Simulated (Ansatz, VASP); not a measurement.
Two plane-wave programs on Ga4SbP3

```
Ga Sb P
1.0
     0.00000    5.60733    5.60733
     5.60733    0.00000    5.60733
     5.60733    5.60733    0.00000
Ga Sb P
8 2 6
Cartesian
  -0.0700 -0.0700 -0.0700
  2.8736 2.8736 -0.0700
  2.8736 -0.0700 2.8736
  5.5374 2.8736 2.8736
  -0.0700 2.8736 2.8736
  2.8736 5.5374 2.8736
  2.8736 2.8736 5.5374
  5.5374 5.5374 5.5374
  1.4018 1.4018 1.4018
  7.0092 7.0092 7.0092
  4.2055 4.2055 1.4018
  4.2055 1.4018 4.2055
  7.0092 4.2055 4.2055
  1.4018 4.2055 4.2055
  4.2055 7.0092 4.2055
  4.2055 4.2055 7.0092
```

Alike in both runs: functional PBEsol; k mesh 4 × 4 × 4; occupations gaussian, width 0.01 eV; no spin polarisation.

Ansatz relaxed the structure, and its values are those at the end. VASP's run is a single point on that final structure, the one shown.

|  | VASP | Ansatz |
| --- | --- | --- |
| version | VASP 6.6.1 | Ansatz 0.2.0 |
| potentials or method | VASP PAW PBE potentials, release 64 (Ga_d, Sb, P) | scalar-relativistic, plane waves, PAW |
| plane-wave cutoff (eV) | 520 | 420 |
| valence electrons in the cell | 144 | 164 |

```csv
,VASP,Ansatz,Ansatz less VASP
gap on the k mesh at the Fermi level (eV),0.34,0.34,+0.004
least direct gap on the mesh (eV),0.34,0.34,+0.004
pressure (GPa),0.0,0.0,-0.04
rms of the force components (eV/Å),0.006,0.001,-0.0052
```

VASP's potentials were made for PBE, not for PBEsol. With one functional, cell and mesh, what is left measures potentials, basis and numerics. VASP's potentials hold 144 valence electrons a cell and Ansatz's 164, so a difference there can come from the potentials and not from the codes.

Neither program's run includes spin-orbit coupling.
